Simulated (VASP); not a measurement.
Runs of VASP 6.6.1 on Rh. The structure is that of space group P6_3/mmc (No. 194), or close to it. The cells are those of the table. This isn't the form of Rh at room conditions, which is fcc.

```csv
cell,further INCAR settings,gap on the mesh (eV),pressure (GPa)
"a = 2.622, b = 2.622, c = 9.426 Å, angles 90.0, 90.0, 120.0°, 4 atoms",ALGO = Fast; EDIFF = 1e-06; NBANDS = 38,none,(b)
"a = 2.676, b = 2.676, c = 8.495 Å, angles 90.0, 90.0, 120.0°, 4 atoms",ALGO = Fast; EDIFF = 1e-07; NBANDS = 38,none,8.8
"a = 2.756, b = 2.756, c = 8.029 Å, angles 90.0, 90.0, 120.0°, 4 atoms",ALGO = Fast; EDIFF = 1e-06; NBANDS = 38,none,12.5
"a = 2.649, b = 2.649, c = 9.193 Å, angles 90.0, 90.0, 120.0°, 4 atoms",ALGO = Fast; EDIFF = 1e-07; NBANDS = 38,none,-7.3
"a = 2.649, b = 2.649, c = 8.728 Å, angles 90.0, 90.0, 120.0°, 4 atoms",ALGO = Fast; EDIFF = 1e-07; NBANDS = 38,none,6.2
"a = 2.702, b = 2.702, c = 8.960 Å, angles 90.0, 90.0, 120.0°, 4 atoms",ALGO = Fast; EDIFF = 1e-06; NBANDS = 38,none,-11.9
"a = 2.702, b = 2.702, c = 8.262 Å, angles 90.0, 90.0, 120.0°, 4 atoms",ALGO = Fast; EDIFF = 1e-06; NBANDS = 38,none,13.0
"a = 2.729, b = 2.729, c = 8.728 Å, angles 90.0, 90.0, 120.0°, 4 atoms",ALGO = Fast; EDIFF = 1e-06; NBANDS = 38,none,(a)
```

Alike in all rows: task single point; level PBEsol; potentials or basis VASP PAW PBE potentials, release 64 (Rh_pv); no spin polarisation; k mesh 18 × 18 × 6; cutoff (eV) 520; smearing gaussian 0.15 eV.

Estimate the missing entries.

(a) -10.3; (b) -6.6.

Caveats: the PAW data sets were made with another functional, which shifts forces and pressure a little; the stress differs along the axes, from -27 to 4 GPa (at least some runs); the stress differs along the axes, from 5 to 16 GPa (at least some runs); the stress differs along the axes, from -1 to 40 GPa (at least some runs); the stress differs along the axes, from -21 to -1 GPa (at least some runs); the cell stands under pressure (at least some runs); the stress differs along the axes, from -15 to -10 GPa (at least some runs).

A k mesh can miss the band edges, and the runs leave out spin-orbit coupling on Rh.

A gap of «none» marks levels without a gap at the run's occupations.
